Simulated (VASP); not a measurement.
A run of VASP 6.6.1:

Contents of INCAR:

```
SYSTEM = Ti
PREC     = Accurate       ! precision mode
ENCUT    = 500            ! plane-wave cutoff, eV
EDIFF    = 1E-6           ! SCF threshold, eV
ISMEAR   = -1             ! smearing method
SIGMA    = 0.1            ! smearing width, eV
LREAL    = .FALSE.        ! projectors in reciprocal space
LASPH    = .TRUE.         ! aspherical terms in the spheres
NELM     = 200            ! most SCF steps
ALGO     = Normal         ! electronic algorithm
ISIF     = 2              ! what is computed and relaxed
LWAVE    = .FALSE.        ! write WAVECAR
LCHARG   = .FALSE.        ! write CHGCAR
ISPIN    = 2              ! spin polarisation
MAGMOM   = 0              ! initial moments
LORBIT   = 11             ! projections on sites
LMAXMIX  = 4              ! l up to which the mixer works
GGA      = PE             ! functional
NBANDS   = 16             ! bands
GGA_COMPAT= .FALSE.
```

The input KPOINTS:

```
Automatic mesh
0
G
  8 8 8
  0 0 0
```

Contents of POSCAR:

```
Ti
1.0
    0.0000000000      1.9935000000      1.9935000000
    1.9935000000      0.0000000000      1.9935000000
    1.9935000000      1.9935000000      0.0000000000
Ti
1
Direct
    0.0000000000      0.0000000000      0.0000000000
```

Potentials or basis: VASP PAW PBE potentials, release 64 (Ti_sv).

Launch:

```sh
$ cat potpaw_PBE.64/Ti_sv/POTCAR > POTCAR
$ mpirun -np 1 vasp_std > vasp.out
```

Hardware: 1 thread of Intel(R) Xeon(R) Platinum 8488C (Sapphire Rapids), with other jobs on the host.

**Question.** Estimate the wall time of this run.

**Answer.** Wall time 8.1 s on 1 thread of Intel(R) Xeon(R) Platinum 8488C (Sapphire Rapids) (shared host), peak memory 0.15 GiB. Counts: scf iterations 12, k points 29.
